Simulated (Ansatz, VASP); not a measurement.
This is a calculation of SiC for Ansatz 0.2.0.

File input.yaml:

```yaml
crystal:
  lattice:
    - [3.074227562, 0.0, 0.0]
    - [-1.537113781, 2.6623591657, 0.0]
    - [0.0, 0.0, 15.0681848517]
  atoms:
    - { symbol: Si, position: [0.6666666667, 0.3333333333, 0.4583] }
    - { symbol: Si, position: [0.3333333333, 0.6666666667, 0.9583] }
    - { symbol: Si, position: [0.6666666667, 0.3333333333, 0.7917] }
    - { symbol: Si, position: [0.3333333333, 0.6666666667, 0.2917] }
    - { symbol: Si, position: [0.0, 0.0, 0.625] }
    - { symbol: Si, position: [0.0, 0.0, 0.125] }
    - { symbol: C, position: [0.6666666667, 0.3333333333, 0.3333] }
    - { symbol: C, position: [0.3333333333, 0.6666666667, 0.8333] }
    - { symbol: C, position: [0.6666666667, 0.3333333333, 0.6667] }
    - { symbol: C, position: [0.3333333333, 0.6666666667, 0.1667] }
    - { symbol: C, position: [0.0, 0.0, 0.5] }
    - { symbol: C, position: [0.0, 0.0, 0.0] }
hamiltonian:
  xc: pbe
  pseudopotentials: { kind: paw, source: jth }
kpoints:
  mp_grid: { grid: [10, 10, 2] }
scf:
  occupations: { method: fermi_dirac, width: 0.05 }
output:
  forces: true
  stress: true
  eigenvalues: true
```

Potentials or basis: JTH PAW.

The run is started by

```console
$ ansatz run input.yaml --threads 2 --pin off --max-ram 5120MiB --backend cpu --events-out ev --progress --plain --runs-dir out
```

Translate it to VASP 6.6.1. Potentials there: VASP PAW PBE potentials, release 64 (Si, C).

As run (the cutoff follows the program's own potentials):

The input INCAR:

```
SYSTEM = SiC
PREC     = Accurate       ! precision mode
ENCUT    = 520            ! plane-wave cutoff, eV
EDIFF    = 1E-6           ! SCF threshold, eV
ISMEAR   = -1             ! smearing method
SIGMA    = 0.05           ! smearing width, eV
LREAL    = .FALSE.        ! projectors in reciprocal space
LASPH    = .TRUE.         ! aspherical terms in the spheres
NELM     = 100            ! most SCF steps
ALGO     = Normal         ! electronic algorithm
ISIF     = 2              ! what is computed and relaxed
LWAVE    = .FALSE.        ! write WAVECAR
LCHARG   = .FALSE.        ! write CHGCAR
GGA      = PE             ! functional
NBANDS   = 36             ! bands
```

KPOINTS

```
regular mesh
0
G
  10 10 2
  0 0 0
```

File POSCAR:

```
SiC
1.0
    3.0742275620      0.0000000000      0.0000000000
   -1.5371137810      2.6623591657      0.0000000000
    0.0000000000      0.0000000000     15.0681848517
Si C
6 6
Direct
    0.6666666667      0.3333333333      0.4583000000
    0.3333333333      0.6666666667      0.9583000000
    0.6666666667      0.3333333333      0.7917000000
    0.3333333333      0.6666666667      0.2917000000
    0.0000000000      0.0000000000      0.6250000000
    0.0000000000      0.0000000000      0.1250000000
    0.6666666667      0.3333333333      0.3333000000
    0.3333333333      0.6666666667      0.8333000000
    0.6666666667      0.3333333333      0.6667000000
    0.3333333333      0.6666666667      0.1667000000
    0.0000000000      0.0000000000      0.5000000000
    0.0000000000      0.0000000000      0.0000000000
```

Potentials or basis: VASP PAW PBE potentials, release 64 (Si, C).

Run with:

```bash
$ cat potpaw_PBE.64/Si/POTCAR potpaw_PBE.64/C/POTCAR > POTCAR
$ mpirun -np 1 vasp_std > vasp.out
```

Both were run:

|  | VASP | Ansatz | Ansatz less VASP |
| --- | --- | --- | --- |
| gap on the k mesh at the Fermi level (eV) | 2.02 | 2.03 | +0.007 |
| least direct gap on the mesh (eV) | 3.12 | 3.14 | +0.024 |
| pressure (GPa) | 4.7 | 4.2 | -0.50 |
| traceless stress, the component that is largest in VASP (GPa) | 0.53 | 0.53 | +0.007 |
| rms of the force components (eV/Å) | 0.040 | 0.040 | +0.0001 |

Atom by atom the forces differ by 0.000 eV/Å (rms over components).
